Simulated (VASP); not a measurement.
**FePt: single point with PBEsol+D3(BJ)**

Crystal: FePt.

```
Pt Fe
1.0
     2.67144    0.00000    0.00000
     0.00000    2.67144    0.00000
     0.00000    0.00000    3.66426
Pt Fe
1 1
Direct
  0.50000 0.50000 0.50000
  0.00000 0.00000 0.00000
```

```
Program                : VASP 6.6.1
Task                   : single point
Functional             : PBEsol
Dispersion             : D3(BJ)
Potentials or basis    : VASP PAW PBE potentials, release 64 (Pt, Fe)
Cutoff                 : 520 eV
k mesh                 : 10 × 10 × 7
Occupations            : fermi-dirac, width 0.05 eV
Spin                   : collinear spin, ferromagnetic start
Starting moments       : [0.0, 3.0] μB
Dipole correction      : no
Further INCAR settings : ALGO = Normal; EDIFF = 1e-07; NBANDS = 20
```

```yaml
Pressure: -0.3 GPa
Net_moment: 3.20 μB per cell
Site_moments: Pt +0.34; Fe +2.82 μB
Valence_electrons_inside_the_program's_atomic_spheres: Pt 9.55; Fe 7.11
Dispersion_energy_per_atom: -0.538 eV
```

Stress tensor (GPa, compression positive):
```
-0.29  0.00  0.00
 0.00 -0.29  0.00
 0.00  0.00 -0.21
```

Levels at points of the mesh, in eV from the Fermi level:
Spin up:
```tsv
k point	band 9	band 10	band 11	band 12	band 13	band 14
(0.00, 0.00, 0.00)	-0.42	-0.23	-0.23	2.19	10.32	12.01
(0.50, 0.00, 0.00)	-2.06	-1.68	0.35	2.28	10.72	10.92
(0.50, 0.50, 0.00)	-0.30	0.72	1.58	1.58	8.17	10.75
```
Spin down:
```
           k point  band 4  band 5  band 6  band 7  band 8  band 9  band 10  band 11  band 12  band 13
(0.00, 0.00, 0.00)   -2.53   -2.53   -0.90   -0.76    0.54    1.71     1.79     1.79     2.44    11.17
(0.50, 0.00, 0.00)   -3.70   -2.62   -1.42   -1.35   -1.07    0.43     0.69     2.61     2.74    11.54
(0.50, 0.50, 0.00)   -5.14    1.08    1.31    1.69    1.79    1.79     1.86     1.86     1.87     9.00
```

Wall time 2 min on 1 thread of Oxide Virtual Turin-like Processor, with other jobs on the host, peak memory 0.17 GiB.

Caveat: the PAW data sets were made with another functional, which shifts forces and pressure a little; spin-orbit coupling is left out, which moves the levels of the heavy elements.
